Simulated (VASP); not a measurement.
**PbSe: single point with PBE**

PbSe:

```xyz
2
Lattice="0.0000 3.0887 2.9828 3.0887 0.0000 2.9828 3.0887 3.0887 0.0000" Properties=species:S:1:pos:R:3 pbc="T T T"
Pb    0.0000    0.0000    0.0000
Se    3.0887    3.0887    2.9828
```

This cell differs from its parent crystal: uniaxial z strain -3.4%.

```json
{
  "Program": "VASP 6.6.1",
  "Task": "single point",
  "Functional": "PBE",
  "Potentials or basis": "VASP PAW PBE potentials, release 64 (Pb_d, Se)",
  "Cutoff": "520 eV",
  "k mesh": "8 × 8 × 8",
  "Occupations": "fermi-dirac, width 0.02 eV",
  "Spin": "no spin polarisation"
}
```

```
Pressure               : 3.0 GPa
Band gap on the k mesh : 0.23 eV, direct
```

Stress tensor (GPa, compression positive):
```
1.38 0.00 0.00
0.00 1.38 0.00
0.00 0.00 6.34
```

Levels at points of the mesh, in eV from the valence-band top:
```
           k point  band 7  band 8  band 9  band 10  band 11  band 12  band 13  band 14
(0.00, 0.00, 0.00)   -6.32   -2.17   -1.85    -1.85     4.43     4.43     5.26     6.40
(0.50, 0.00, 0.00)   -8.89   -1.58   -1.51     0.00     0.23     1.55     1.76     8.51
(0.50, 0.50, 0.00)   -7.53   -5.13   -3.37    -3.37     3.53     5.49     5.49     6.34
(0.50, 0.00, 0.50)   -7.37   -5.07   -3.48    -3.11     3.68     5.25     5.90     6.09
```

Run time: 32 s on 1 thread of Intel Xeon 6975P-C, on a shared host, peak memory 0.21 GiB.

Caveat: the cell differs from its parent crystal (uniaxial z strain -3.4%); spin-orbit coupling is left out, which moves the levels of the heavy elements. A k mesh can miss the band edges.
